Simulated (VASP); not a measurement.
Write the native input for VASP 6.6.1 that does the following.

```yaml
Task: relaxation of cell and atoms
Functional: PBE
Dispersion: D3(BJ)
Potentials_or_basis: VASP PAW PBE potentials, release 64 (W_sv, S)
Cutoff: 600 eV
k_mesh: 12 × 12 × 12
Occupations: gaussian, width 0.02 eV
Spin: no spin polarisation
Dipole_correction: no
Further_INCAR_settings: ALGO = Normal; EDIFF = 1e-06; IBRION = 2; EDIFFG = -0.005; NSW = 100; ISIF = 3
```

The structure of WS2 (Tungstenite) lies in POSCAR:

```
WS2
1.0
    1.5785186058      0.9113581420      6.0539920334
   -1.5785186058      0.9113581420      6.0539920334
    0.0000000000     -1.8227162840      6.0539920334
W S
1 2
Direct
    0.0006376693      0.0006376693      0.0006376693
    0.2473398776      0.2473398776      0.2473398776
    0.4207224531      0.4207224531      0.4207224531
```

One way to write it, as run:

INCAR

```
  PREC = Accurate
  ENCUT = 600
  EDIFF = 1E-6
  ISMEAR = 0
  SIGMA = 0.02
  LREAL = False
  LASPH = True
  NELM = 100
  ALGO = Normal
  ISIF = 3
  LWAVE = False
  LCHARG = False
  GGA = PE
  IVDW = 12
  IBRION = 2
  NSW = 100
  EDIFFG = -0.005
```

KPOINTS

```
regular mesh
0
Gamma
  12 12 12
```

Potentials or basis: VASP PAW PBE potentials, release 64 (W_sv, S).

The run is started by

```console
$ cat potpaw_PBE.64/W_sv/POTCAR potpaw_PBE.64/S/POTCAR > POTCAR
$ mpirun -np 1 vasp_std > vasp.out
```

Results of the run:

```
Relaxed volume                         : 17.40 Å³/atom
Relaxed cell                           : a = 6.318 Å, b = 6.318 Å, c = 6.318 Å, α = 28.94°, β = 28.94°, γ = 28.94°
Space group after relaxing (to 0.05 Å) : R3m (No. 160)
Energy gained by relaxing              : 0.0 meV/atom
Ionic steps                            : 8
Pressure after relaxing                : 0.0 GPa
Largest force after relaxing           : 0.005 eV/Å
Band gap on the k mesh                 : 0.94 eV, indirect (least direct gap 1.92 eV)
Dispersion energy per atom             : -0.436 eV
```

Caveat: spin-orbit coupling is left out, which moves the levels of the heavy elements.

Wall time 29 min on 1 thread of Intel(R) Xeon(R) 6975P-C (Granite Rapids), on a shared host, peak memory 0.54 GiB.
